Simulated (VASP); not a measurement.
# Cu (Fm-3m) in VASP: a series of runs

The runs below take Cu through single point, relaxation of cell and atoms, with PBE.

All numbers are computed with VASP 6.6.1; they aren't measurements. Logs are shortened: lines on timing, memory, paths and dates and some standing lists are left out, and cuts for length are marked.

## Step 1: The cell of the first run

The structure is cubic, space group Fm-3m (No. 225). Conventional cell: a = 3.627 Å, b = 3.627 Å, c = 3.627 Å, α = 90.00°, β = 90.00°, γ = 90.00°. Within 3.4 Å of Cu (site symmetry m-3m) lie 12 Cu at 2.56 Å.

## Step 2: Single point, PBE

The input, INCAR:

```
SYSTEM = Cu
ALGO = Normal ; EDIFF = 1E-6
ENCUT = 600 ; GGA = PE
GGA_COMPAT = .False. ; ISIF = 2
ISMEAR = 0 ; LASPH = .True.
LCHARG = .False. ; LREAL = .False.
LWAVE = .False. ; NBANDS = 12
NELM = 120 ; PREC = Accurate
SIGMA = 0.1
```

The input, KPOINTS:

```
k-points
0
Gamma
  10 10 10
  0 0 0
```

The input, POSCAR:

```
Cu
1.0
    0.0000000000      1.8133626063      1.8133626063
    1.8133626063      0.0000000000      1.8133626063
    1.8133626063      1.8133626063      0.0000000000
Cu
1
Direct
    0.0000000000      0.0000000000      0.0000000000
```

Potentials or basis: VASP PAW PBE potentials, release 64 (Cu).

Launch:

```sh
cat potpaw_PBE.64/Cu/POTCAR > POTCAR
mpirun -np 1 vasp_std > vasp.out
```

OUTCAR:

```text
SYSTEM = Cu
   EDIFF = 1E-6
   ENCUT = 600
   GGA = PE
   ISIF = 2
   ISMEAR = 0
   LASPH = .True.
   LREAL = .False.
   NELM = 120
   PREC = Accurate

 ion  position               nearest neighbor table
   1  0.000  0.000  0.000-

  LATTYP: Found a face centered cubic cell.
 ALAT       =     3.6267252126

  Lattice vectors:

 A1 = (   0.0000000000,   1.8133626063,   1.8133626063)
 A2 = (   1.8133626063,   0.0000000000,   1.8133626063)
 A3 = (   1.8133626063,   1.8133626063,   0.0000000000)

Analysis of symmetry for initial positions (statically):
=====================================================================
 Subroutine PRICEL returns:
 Original cell was already a primitive cell.

 Routine SETGRP: Setting up the symmetry group for a
 face centered cubic supercell.

 Subroutine GETGRP returns: Found 48 space group operations
 (whereof 48 operations were pure point group operations)
 out of a pool of 48 trial point group operations.

The static configuration has the point symmetry O_h .

Analysis of symmetry for dynamics (positions and initial velocities):
=====================================================================
 Subroutine PRICEL returns:
 Original cell was already a primitive cell.

 Routine SETGRP: Setting up the symmetry group for a
 face centered cubic supercell.

 Subroutine GETGRP returns: Found 48 space group operations
 (whereof 48 operations were pure point group operations)
 out of a pool of 48 trial point group operations.

The dynamic configuration has the point symmetry O_h .

 Subroutine INISYM returns: Found 48 space group operations
 (whereof 48 operations are pure point group operations),
 and found     1 'primitive' translations

----------------------------------------------------------------------------------------

                                     Primitive cell

  volume of cell :      11.9257

  direct lattice vectors                    reciprocal lattice vectors
     0.000000000  1.813362606  1.813362606    -0.275730843  0.275730843  0.275730843
     1.813362606  0.000000000  1.813362606     0.275730843 -0.275730843  0.275730843
     1.813362606  1.813362606  0.000000000     0.275730843  0.275730843 -0.275730843

  length of vectors
     2.564481991  2.564481991  2.564481991     0.477579829  0.477579829  0.477579829

  position of ions in fractional coordinates (direct lattice)
     0.000000000  0.000000000  0.000000000

  ion indices of the primitive-cell ions
   primitive index   ion index
                 1           1

----------------------------------------------------------------------------------------

 KPOINTS: k-points

Automatic generation of k-mesh.
 Grid dimensions read from file:
 generate k-points for:   10   10   10

 Generating k-lattice:

  Cartesian coordinates                     Fractional coordinates (reciprocal lattice)
    -0.027573084  0.027573084  0.027573084     0.100000000  0.000000000  0.000000000
     0.027573084 -0.027573084  0.027573084     0.000000000  0.100000000  0.000000000
     0.027573084  0.027573084 -0.027573084     0.000000000  0.000000000  0.100000000

  Length of vectors
     0.047757983  0.047757983  0.047757983

  Shift w.r.t. Gamma in fractional coordinates (k-lattice)
     0.000000000  0.000000000  0.000000000

 Subroutine IBZKPT returns following result:
 ===========================================

 Found     47 irreducible k-points:

 Following reciprocal coordinates:
            Coordinates               Weight
  0.000000  0.000000  0.000000      1.000000
  0.100000  0.000000  0.000000      8.000000
  0.200000  0.000000  0.000000      8.000000
  0.300000  0.000000  0.000000      8.000000
  0.400000  0.000000  0.000000      8.000000
  0.500000  0.000000  0.000000      4.000000
[... 16 lines left out ...]
  0.300000  0.300000  0.000000      6.000000
  0.400000  0.300000  0.000000     24.000000
 [... further k-points ...]
   k-points           NKPTS =     47   k-points in BZ     NKDIM =     47   number of bands    NBANDS=     12
   number of dos      NEDOS =    301   number of ions     NIONS =      1
   total plane-waves  NPLWV =   8000
   dimension x,y,z NGX =    20 NGY =   20 NGZ =   20
   dimension x,y,z NGXF=    40 NGYF=   40 NGZF=   40
   ions per type =               1
   NGX,Y,Z   is equivalent  to a cutoff of  12.97, 12.97, 12.97 a.u.
   NGXF,Y,Z  is equivalent  to a cutoff of  25.93, 25.93, 25.93 a.u.
 SYSTEM =  Cu
   PREC   = accura    normal or accurate (medium, high low for compatibility)
   ISTART =      0    job   : 0-new  1-cont  2-samecut
   ICHARG =      2    charge: 1-file 2-atom 10-const
   ISPIN  =      1    spin polarized calculation?
   LNONCOLLINEAR =      F non collinear calculations
   LSORBIT =      F    spin-orbit coupling
   LASPH  =      T    aspherical Exc in radial PAW
   ENCUT  =  600.0 eV  44.10 Ry    6.64 a.u.   5.12  5.12  5.12*2*pi/ulx,y,z
   NELM   =    120;   NELMIN=  2; NELMDL= -5     # of ELM steps
   EDIFF  = 0.1E-05   stopping-criterion for ELM
   LREAL  =      F    real-space projection
   EDIFFG = 0.1E-04   stopping-criterion for IOM
   NSW    =      0    number of steps for IOM
   IBRION =     -1    ionic relax: 0-MD 1-quasi-New 2-CG
   NFREE  =      0    steps in history (QN), initial steepest desc. (CG)
   ISIF   =      2    stress and relaxation
   ISYM   =      2    0-nonsym 1-usesym 2-fastsym
   POTIM  = 0.5000    time-step for ionic-motion
   TEBEG  =    0.0;   TEEND  =   0.0 temperature during run
   PSTRESS=    0.0 pullay stress
   NELECT =      11.0000    total number of electrons
   NUPDOWN=      -1.0000    fix difference up-down
   EMIN   =  10.00;   EMAX   =-10.00  energy-range for DOS
   EFERMI =   0.00;   METHOD = LEGACY
   ISMEAR =     0;   SIGMA  =   0.10  broadening in eV -4-tet -1-fermi 0-gaus
   EFERMI_NEDOS =   21; number of points for ismear=-14 and -15
   IALGO  =     38    algorithm
   IMIX   =      4    mixing-type and parameters
     AMIX     =   0.40;   BMIX     =  1.00
     AMIX_MAG =   1.60;   BMIX_MAG =  1.00
  volume/ion in A,a.u.               =      11.93        80.48
  Fermi-wavevector in a.u.,A,eV,Ry     =   1.593594  3.011456 34.552573  2.539542
  Thomas-Fermi vector in A             =   2.691800
   LORBIT       =      0    0 simple, 1 ext, 2 COOP (PROOUT), +10 PAW based schemes
   GGA     = PE    functional components
   LHFCALC =     F    Hartree Fock is set to
   AEXX    =    0.0000 exact exchange contribution
   IVDW    =     0    specifies the selected vdW correction
   LEPSILON=     F    determine dielectric tensor
   LRPA    =     F    only Hartree local field effects (RPA)
 non-spin polarized calculation
 Gauss-broadening in eV      SIGMA  =   0.10
  energy-cutoff  :      600.00
  volume of cell :       11.93
 maximum number of plane-waves:       411
   NGX = 11   NGY = 11   NGZ = 11

 number of electron      10.9999998 magnetization

 Free energy of the ion-electron system (eV)
  ---------------------------------------------------
  ext. energy  EPLUGINS =         0.00000000
  ---------------------------------------------------
  free energy    TOTEN  =        -3.71461366 eV

  energy without entropy =       -3.71185497  energy(sigma->0) =       -3.71323431

 E-fermi :   7.3563     XC(G=0): -12.6703

 val. band max:        7.3560435050   @ k =   0.5000   0.1000   0.0000
 cond. band min:       7.5612476016   @ k =   0.5000   0.3000   0.1000
 fundamental gap:      0.2052040966
 Fermi energy:         7.3562627661

 k-point     1 :       0.0000    0.0000    0.0000
  band No.  band energies     occupation
      1      -1.8122      2.00000
      2       4.4653      2.00000
      3       4.4653      2.00000
      4       4.4653      2.00000
      5       5.2751      2.00000
      6       5.2751      2.00000
      7      29.9816      0.00000
      8      32.5506      0.00000
      9      32.5506      0.00000
     10      32.5506      0.00000
     11      35.0344      0.00000
     12      35.0344      0.00000

 k-point     2 :       0.1000    0.0000    0.0000
  band No.  band energies     occupation
      1      -1.4523      2.00000
      2       4.3931      2.00000
      3       4.5286      2.00000
      4       4.5286      2.00000
      5       5.2528      2.00000
      6       5.2528      2.00000
      7      27.4355      0.00000
      8      30.7048      0.00000
      9      31.6534      0.00000
     10      31.6534      0.00000
     11      36.4210      0.00000
     12      36.4210      0.00000

 k-point     3 :       0.2000    0.0000    0.0000
  band No.  band energies     occupation
      1      -0.4181      2.00000
      2       4.2481      2.00000
      3       4.6231      2.00000
      4       4.6231      2.00000
      5       5.2743      2.00000
      6       5.2743      2.00000
      7      22.3058      0.00000
      8      30.2057      0.00000
      9      30.5501      0.00000
     10      30.5501      0.00000
     11      36.8681      0.00000
     12      36.9680      0.00000
[... 286 lines left out ...]
 k-point    23 :       0.3000    0.3000    0.0000
  band No.  band energies     occupation
      1       1.8070      2.00000
      2       3.5500      2.00000
      3       5.0103      2.00000
      4       5.3538      2.00000
      5       5.3538      2.00000
      6       5.6266      2.00000
      7      22.9022      0.00000
      8      23.1128      0.00000
      9      23.1128      0.00000
     10      25.8090      0.00000
     11      28.5425      0.00000
     12      46.2966      0.00000

 k-point    24 :       0.4000    0.3000    0.0000
  band No.  band energies     occupation
      1       2.5239      2.00000
      2       3.4157      2.00000
      3       4.9874      2.00000
      4       5.4113      2.00000
      5       5.8031      2.00000
      6       6.4167      2.00000
      7      19.5220      0.00000
      8      20.3301      0.00000
      9      22.3133      0.00000
     10      26.3771      0.00000
     11      30.0123      0.00000
     12      44.8686      0.00000

 [... further k-points ...]
[... 5 lines left out ...]
  --------------------------------------------------------------------------------------
  -------------------------------------------------------------------------------------
  Total        0.0898440      0.0898440      0.0898440      0.0000000      0.0000000      0.0000000
  in kB       12.0702283     12.0702283     12.0702283      0.0000000      0.0000000      0.0000000
  external PRESSURE =      12.0702283 kB  Pullay stress =       0.0000000 kB

 VOLUME and BASIS-vectors are now :
 -----------------------------------------------------------------------------
  energy-cutoff  :      600.00
  volume of cell :       11.93
      direct lattice vectors                 reciprocal lattice vectors
     0.000000000  1.813362606  1.813362606    -0.275730843  0.275730843  0.275730843
     1.813362606  0.000000000  1.813362606     0.275730843 -0.275730843  0.275730843
     1.813362606  1.813362606  0.000000000     0.275730843  0.275730843 -0.275730843

 POSITION                                       TOTAL-FORCE (eV/Angst)
 -----------------------------------------------------------------------------------
      0.00000      0.00000      0.00000         0.000000      0.000000      0.000000
 -----------------------------------------------------------------------------------
    total drift:                                0.000000      0.000000      0.000000

  FREE ENERGIE OF THE ION-ELECTRON SYSTEM (eV)
  ---------------------------------------------------
  free  energy   TOTEN  =        -3.7146136551 eV

  energy  without entropy=       -3.7118549731  energy(sigma->0) =       -3.71323431
```

Run time: 4.6 s. Hardware: 1 thread of Intel Xeon Platinum 8375C at 2.90GHz (Ice Lake), shared host; peak memory 0.12 GiB.

Results:

| Item | Value |
| --- | --- |
| Free energy | -3.7146 eV |
| Pressure | 1.2 GPa |

Levels at points of the mesh, in eV from the Fermi level:
```
           k point  band 2  band 3  band 4  band 5  band 6  band 7  band 8  band 9  band 10  band 11
(0.00, 0.00, 0.00)   -2.89   -2.89   -2.89   -2.08   -2.08   22.63   25.19   25.19    25.19    27.68
(0.50, 0.00, 0.00)   -2.92   -2.92   -1.52   -1.52   -0.86    3.82   21.12   22.03    22.03    25.05
(0.50, 0.50, 0.00)   -4.26   -1.54   -1.38   -1.38    1.61    7.15   13.12   13.12    17.58    20.21
```

(Part 1 of 2 ends here.)
